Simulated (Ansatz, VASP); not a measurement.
## One calculation of FeCo2, two programs

```
Fe Co
1.0
     2.48254    0.00000    0.00000
    -1.24127    2.14994    0.00000
     0.00000    0.00000   12.08671
Fe Co
2 4
Direct
  0.33333 0.66667 0.83333
  0.33333 0.66667 0.16667
  0.33333 0.66667 0.50000
  0.66667 0.33333 0.00000
  0.66667 0.33333 0.33333
  0.66667 0.33333 0.66667
```

Alike in both runs: task single point; functional PBE; k mesh 6 × 6 × 2; occupations gaussian, width 0.1 eV; collinear spin.

```csv
,VASP,Ansatz
version,VASP 6.6.1,Ansatz 0.2.0
potentials or method,"VASP PAW PBE potentials, release 64 (Fe, Co), cutoff 520 eV","scalar-relativistic, plane waves, PAW"
valence electrons in the cell,52,100
```

|  | VASP | Ansatz | Ansatz less VASP |
| --- | --- | --- | --- |
| gap on the k mesh at the Fermi level (eV) | none | none | - |
| pressure (GPa) | 6.7 | 7.1 | +0.32 |
| traceless stress, the component that is largest in VASP (GPa) | 2.90 | 3.45 | +0.548 |
| rms of the force components (eV/Å) | 0.156 | 0.152 | -0.0039 |
| net moment per atom (μB) | 1.80 | 1.79 | -0.007 |
| size of the moment on the site where the two differ most (μB) | 1.58 | 1.64 | +0.068 |

Site moments also hang on the region over which each program counts them. Atom by atom the forces differ by 0.004 eV/Å (rms over components). A gap of «none» marks a metal or a gap that the smearing closes. VASP's potentials hold 52 valence electrons a cell and Ansatz's 100, so a difference there can come from the potentials and not from the codes.

The k mesh is coarse, so the values compare programs but aren't converged.
